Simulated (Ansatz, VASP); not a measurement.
## Mo in VASP and in Ansatz

```
CELL_PARAMETERS angstrom
2.39357 0.00000 0.00000
-1.19678 2.07289 0.00000
0.00000 0.00000 2.20065
ATOMIC_POSITIONS crystal
Mo 0.00000 0.00000 0.00000
```

Change from the starting cell: volume scaled by 0.65, LAPW.

Alike in both runs: task single point; functional PBE; k mesh 18 × 18 × 16; occupations fermi-dirac, width 0.08 eV; no spin polarisation.

|  | VASP | Ansatz |
| --- | --- | --- |
| version | VASP 6.6.1 | Ansatz 0.2.0 |
| potentials or method | VASP PAW PBE potentials, release 64 (Mo_sv), cutoff 520 eV | all-electron LAPW, scalar-relativistic |

Ansatz gave:

```
pressure (GPa)                                                : 213.4
traceless stress, the component that is largest in VASP (GPa) : -0.02
```

Q: Estimate VASP's values.

A: Pressure (GPa): 217.9; traceless stress, the component that is largest in VASP (GPa): 1.80.

Both programs put the cell under a high pressure, so it lies far from rest at this level. Ansatz ran all-electron here, and VASP with PAW potentials.

Noted on VASP's run: the cell as given lies far from equilibrium.
